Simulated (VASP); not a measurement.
# Ca3B5 in VASP: further runs, part 2 of 3

VASP 6.6.1. Earlier steps stand in the parts before.

## Step 4: Relaxation of cell and atoms, PBE

This run uses another cell than the first one, of 14.99 Å³/atom.

Input file INCAR:

```
PREC = Accurate ; ENCUT = 600
EDIFF = 1E-6 ; ISMEAR = 0
SIGMA = 0.1 ; LREAL = False
LASPH = True ; NELM = 80
ALGO = Normal ; ISIF = 3
LWAVE = False ; LCHARG = False
GGA = PE ; IBRION = 2
NSW = 90 ; EDIFFG = -0.04
```

Input file KPOINTS:

```
Automatic mesh
0
Gamma
  6 6 4
```

Input file POSCAR:

```
Ca3B5
1.0
    4.5667320900      0.0000000000      0.0000000000
   -2.2833660500      3.9549060000      0.0000000000
    0.0000000000      0.0000000000      6.6407204900
Ca B
3 5
Direct
    0.0000000000      0.0000000000      0.6706712200
    0.0000000000      0.0000000000      0.3293287800
    0.0000000000      0.0000000000      0.0000000000
    0.3333333300      0.6666666700      0.0000000000
    0.6666666700      0.3333333300      0.0000000000
    0.4979568900      0.0000000000      0.5000000000
    0.0000000000      0.4979568900      0.5000000000
    0.5020431100      0.5020431100      0.5000000000
```

Potentials or basis: VASP PAW PBE potentials, release 64 (Ca_sv, B).

Command:

```sh
cat potpaw_PBE.64/Ca_sv/POTCAR potpaw_PBE.64/B/POTCAR > POTCAR
mpirun -np 1 vasp_std > vasp.out
```

OUTCAR:

```text
PREC = Accurate
   ENCUT = 600
   EDIFF = 1E-6
   ISMEAR = 0
   LREAL = False
   LASPH = True
   NELM = 80
   ISIF = 3
   GGA = PE
   IBRION = 2
   NSW = 90
   EDIFFG = -0.04

 ion  position               nearest neighbor table
   1  0.000  0.000  0.671-   3 2.19   2 2.27   8 2.54   6 2.54   7 2.54   8 2.56   6 2.56   7 2.56

   2  0.000  0.000  0.329-   3 2.19   1 2.27   8 2.54   6 2.54   7 2.54   8 2.56   6 2.56   7 2.56

   3  0.000  0.000  0.000-   1 2.19   2 2.19   4 2.64   5 2.64   5 2.64   4 2.64   5 2.64   4 2.64

   4  0.333  0.667  0.000-   3 2.64   3 2.64   3 2.64
   5  0.667  0.333  0.000-   3 2.64   3 2.64   3 2.64
   6  0.498  0.000  0.500-   1 2.54   2 2.54   1 2.56   2 2.56
   7  0.000  0.498  0.500-   1 2.54   2 2.54   1 2.56   2 2.56
   8  0.502  0.502  0.500-   1 2.54   2 2.54   1 2.56   2 2.56

  LATTYP: Found a hexagonal cell.
 ALAT       =     4.5667320900
 C/A-ratio  =     1.4541515375

  Lattice vectors:

 A1 = (   4.5667320900,   0.0000000000,   0.0000000000)
 A2 = (  -2.2833660500,   3.9549060000,   0.0000000000)
 A3 = (   0.0000000000,   0.0000000000,   6.6407204900)

Analysis of symmetry for initial positions (statically):
=====================================================================
 Subroutine PRICEL returns:
 Original cell was already a primitive cell.

 Routine SETGRP: Setting up the symmetry group for a
 hexagonal supercell.

 Subroutine GETGRP returns: Found 12 space group operations
 (whereof 12 operations were pure point group operations)
 out of a pool of 24 trial point group operations.

The static configuration has the point symmetry D_3h.

Analysis of symmetry for dynamics (positions and initial velocities):
=====================================================================
 Subroutine PRICEL returns:
 Original cell was already a primitive cell.

 Routine SETGRP: Setting up the symmetry group for a
 hexagonal supercell.

 Subroutine GETGRP returns: Found 12 space group operations
 (whereof 12 operations were pure point group operations)
 out of a pool of 24 trial point group operations.

The dynamic configuration has the point symmetry D_3h.

 Subroutine INISYM returns: Found 12 space group operations
 (whereof 12 operations are pure point group operations),
 and found     1 'primitive' translations

----------------------------------------------------------------------------------------

                                     Primitive cell

  volume of cell :     119.9380

  direct lattice vectors                    reciprocal lattice vectors
     4.566732090  0.000000000  0.000000000     0.218974965  0.126425255  0.000000000
    -2.283366050  3.954906000  0.000000000     0.000000000  0.252850510  0.000000000
     0.000000000  0.000000000  6.640720490     0.000000000  0.000000000  0.150586070

  length of vectors
     4.566732090  4.566732091  6.640720490     0.252850510  0.252850510  0.150586070

  position of ions in fractional coordinates (direct lattice)
     0.000000000  0.000000000  0.670671220
     0.000000000  0.000000000  0.329328780
     0.000000000  0.000000000  0.000000000
     0.333333330  0.666666670  0.000000000
     0.666666670  0.333333330  0.000000000
     0.497956890  0.000000000  0.500000000
     1.000000000  0.497956890  0.500000000
     0.502043110  0.502043110  0.500000000

  ion indices of the primitive-cell ions
   primitive index   ion index
                 1           1
                 2           2
                 3           3
                 4           4
                 5           5
                 6           6
                 7           7
                 8           8

----------------------------------------------------------------------------------------

 KPOINTS: Automatic mesh

Automatic generation of k-mesh.
 Grid dimensions read from file:
 generate k-points for:    6    6    4

 Generating k-lattice:

  Cartesian coordinates                     Fractional coordinates (reciprocal lattice)
     0.036495828  0.021070876  0.000000000     0.166666667  0.000000000  0.000000000
     0.000000000  0.042141752  0.000000000     0.000000000  0.166666667  0.000000000
     0.000000000  0.000000000  0.037646517     0.000000000  0.000000000  0.250000000

  Length of vectors
     0.042141752  0.042141752  0.037646517

  Shift w.r.t. Gamma in fractional coordinates (k-lattice)
     0.000000000  0.000000000  0.000000000

 Subroutine IBZKPT returns following result:
 ===========================================

 Found     21 irreducible k-points:

 Following reciprocal coordinates:
            Coordinates               Weight
  0.000000  0.000000  0.000000      1.000000
  0.166667  0.000000  0.000000      6.000000
  0.333333 -0.000000  0.000000      6.000000
  0.500000 -0.000000  0.000000      3.000000
  0.166667  0.166667  0.000000      6.000000
  0.333333  0.166667  0.000000     12.000000
[... 13 lines left out ...]
  0.333333  0.166667  0.500000     12.000000
  0.333333  0.333333  0.500000      2.000000
   k-points           NKPTS =     21   k-points in BZ     NKDIM =     21   number of bands    NBANDS=     27
   number of dos      NEDOS =    301   number of ions     NIONS =      8
   total plane-waves  NPLWV =  69984
   dimension x,y,z NGX =    36 NGY =   36 NGZ =   54
   dimension x,y,z NGXF=    72 NGYF=   72 NGZF=  108
   ions per type =               3   5
   NGX,Y,Z   is equivalent  to a cutoff of  13.11, 13.11, 13.52 a.u.
   NGXF,Y,Z  is equivalent  to a cutoff of  26.21, 26.21, 27.04 a.u.
 SYSTEM =  unknown system
   PREC   = accura    normal or accurate (medium, high low for compatibility)
   ISTART =      0    job   : 0-new  1-cont  2-samecut
   ICHARG =      2    charge: 1-file 2-atom 10-const
   ISPIN  =      1    spin polarized calculation?
   LNONCOLLINEAR =      F non collinear calculations
   LSORBIT =      F    spin-orbit coupling
   LASPH  =      T    aspherical Exc in radial PAW
   ENCUT  =  600.0 eV  44.10 Ry    6.64 a.u.   9.12  9.12 13.26*2*pi/ulx,y,z
   NELM   =     80;   NELMIN=  2; NELMDL= -5     # of ELM steps
   EDIFF  = 0.1E-05   stopping-criterion for ELM
   LREAL  =      F    real-space projection
   EDIFFG = -.4E-01   stopping-criterion for IOM
   NSW    =     90    number of steps for IOM
   IBRION =      2    ionic relax: 0-MD 1-quasi-New 2-CG
   NFREE  =      1    steps in history (QN), initial steepest desc. (CG)
   ISIF   =      3    stress and relaxation
   ISYM   =      2    0-nonsym 1-usesym 2-fastsym
   POTIM  = 0.5000    time-step for ionic-motion
   TEBEG  =    0.0;   TEEND  =   0.0 temperature during run
   PSTRESS=    0.0 pullay stress
   NELECT =      45.0000    total number of electrons
   NUPDOWN=      -1.0000    fix difference up-down
   EMIN   =  10.00;   EMAX   =-10.00  energy-range for DOS
   EFERMI =   0.00;   METHOD = LEGACY
   ISMEAR =     0;   SIGMA  =   0.10  broadening in eV -4-tet -1-fermi 0-gaus
   EFERMI_NEDOS =   21; number of points for ismear=-14 and -15
   IALGO  =     38    algorithm
   IMIX   =      4    mixing-type and parameters
     AMIX     =   0.40;   BMIX     =  1.00
     AMIX_MAG =   1.60;   BMIX_MAG =  1.00
  volume/ion in A,a.u.               =      14.99       101.17
  Fermi-wavevector in a.u.,A,eV,Ry     =   1.180756  2.231305 18.969024  1.394184
  Thomas-Fermi vector in A             =   2.317042
   LORBIT       =      0    0 simple, 1 ext, 2 COOP (PROOUT), +10 PAW based schemes
   GGA     = PE    functional components
   LHFCALC =     F    Hartree Fock is set to
   AEXX    =    0.0000 exact exchange contribution
   IVDW    =     0    specifies the selected vdW correction
   LEPSILON=     F    determine dielectric tensor
   LRPA    =     F    only Hartree local field effects (RPA)
 conjugate gradient relaxation of ions
 non-spin polarized calculation
 Gauss-broadening in eV      SIGMA  =   0.10
  energy-cutoff  :      600.00
  volume of cell :      119.94
 maximum number of plane-waves:      4035
   NGX = 19   NGY = 19   NGZ = 27

--------------------------------------- Ionic step        1  -------------------------------------------

 number of electron      45.0000005 magnetization

 Free energy of the ion-electron system (eV)
  ---------------------------------------------------
  ext. energy  EPLUGINS =         0.00000000
  ---------------------------------------------------
  free energy    TOTEN  =       -23.17527067 eV

  energy without entropy =      -23.14865940  energy(sigma->0) =      -23.16196503

 E-fermi :   3.8203     XC(G=0): -10.1108

 val. band max:        3.7994676766   @ k =   0.3333  -0.0000   0.0000
 cond. band min:       3.8365674763   @ k =   0.3333   0.3333   0.5000
 fundamental gap:      0.0370997997
 Fermi energy:         3.8203323604
[... 1387 lines left out ...]
     26       4.5080      0.00000
     27       4.5080      0.00000

[... ionic steps 4 to 13 ...]

--------------------------------------- Ionic step       14  -------------------------------------------

 number of electron      44.9999989 magnetization

------------------------ aborting loop because EDIFF is reached ----------------------------------------
[... 79 lines left out ...]
--------------------------------------- Ionic step       16  -------------------------------------------

 number of electron      44.9999994 magnetization

 Free energy of the ion-electron system (eV)
  ---------------------------------------------------
  ext. energy  EPLUGINS =         0.00000000
  ---------------------------------------------------
  free energy    TOTEN  =       -33.40362426 eV

  energy without entropy =      -33.39177146  energy(sigma->0) =      -33.39769786

 E-fermi :   4.2141     XC(G=0):  -9.6493

 val. band max:        4.2035067456   @ k =   0.0000   0.0000   0.5000
 cond. band min:       4.2805011710   @ k =   0.3333  -0.0000   0.0000
 fundamental gap:      0.0769944253
 Fermi energy:         4.2140660484
[... 663 lines left out ...]
  FREE ENERGIE OF THE ION-ELECTRON SYSTEM (eV)
  ---------------------------------------------------
  free  energy   TOTEN  =       -33.4036242609 eV

  energy  without entropy=      -33.3917714556  energy(sigma->0) =      -33.39769786

 reached required accuracy - stopping structural energy minimisation
```

Run time: 9.2 min. Hardware: 1 thread of Oxide Virtual Turin-like, shared host; peak memory 0.27 GiB.

Results:

```
Free energy                           : -33.4036 eV
Relaxed volume                        : 15.83 Å³/atom
Relaxed cell                          : a = 3.793 Å, b = 3.793 Å, c = 10.164 Å, α = 90.00°, β = 90.00°, γ = 120.00°
Space group after relaxing (to 0.1 Å) : P6/mmm (No. 191)
Energy gained by relaxing             : 1278.5 meV/atom
Ionic steps                           : 16
Pressure after relaxing               : 0.1 GPa
Largest force after relaxing          : 0.023 eV/Å
Band gap on the k mesh                : zero (an odd number of electrons rules out a gap without spin polarisation)
```

Forces on the atoms (eV/Å):
```
Ca   0.000  0.000  0.023
Ca   0.000  0.000 -0.023
Ca   0.000  0.000  0.000
B    0.000  0.000  0.000
B    0.000  0.000  0.000
B    0.001  0.000  0.000
B    0.000  0.000  0.000
B    0.000  0.000  0.000
```

Stress tensor (GPa, compression positive):
```
0.05 0.00 0.00
0.00 0.05 0.00
0.00 0.00 0.24
```

The path:
```
step  energy change (eV)  largest force (eV/Å)  pressure (GPa)  volume (Å³)
   1              0.0000                0.4027            5.46       119.94
   2             -6.0734                2.6533            0.79       126.33
   3             -9.5280                2.6006            7.14       126.94
   4             -9.4363                2.2942           10.05       126.00
   5             -9.6020                0.6300           -6.37       156.12
   6            -10.0111                0.3984           -0.63       141.12
   7            -10.0115                0.4382           -0.41       140.70
   8            -10.0113                0.4669           -0.25       140.39
   9            -10.0506                0.4825           -0.24       138.66
  10            -10.1426                0.5379           -0.19       133.40
  11            -10.0883                0.3727            0.40       122.72
  12            -10.1640                0.6145           -0.01       129.83
  13            -10.2036                0.3958           -0.13       128.72
  14            -10.2274                0.0336           -0.24       126.90
  15            -10.2275                0.0093           -0.22       127.02
  16            -10.2284                0.0226            0.11       126.65
```

Final structure:
```yaml
crystal:
  lattice:
    - [3.79319, 0.00000, 0.00000]
    - [-1.89659, 3.28500, 0.00000]
    - [0.00000, 0.00000, 10.16423]
  atoms:
    - { symbol: Ca, position: [0.00000, 0.00000, 0.69212] }
    - { symbol: Ca, position: [0.00000, 0.00000, 0.30788] }
    - { symbol: Ca, position: [0.00000, 0.00000, 0.00000] }
    - { symbol: B, position: [0.33333, 0.66667, 0.00000] }
    - { symbol: B, position: [0.66667, 0.33333, 0.00000] }
    - { symbol: B, position: [0.49999, 0.00000, 0.50000] }
    - { symbol: B, position: [0.00000, 0.49999, 0.50000] }
    - { symbol: B, position: [0.50001, 0.50001, 0.50000] }
```

Caveat: a cell axis changed by over 15 % at a fixed basis, so the end point is rough.

[end of part 2 of 3]
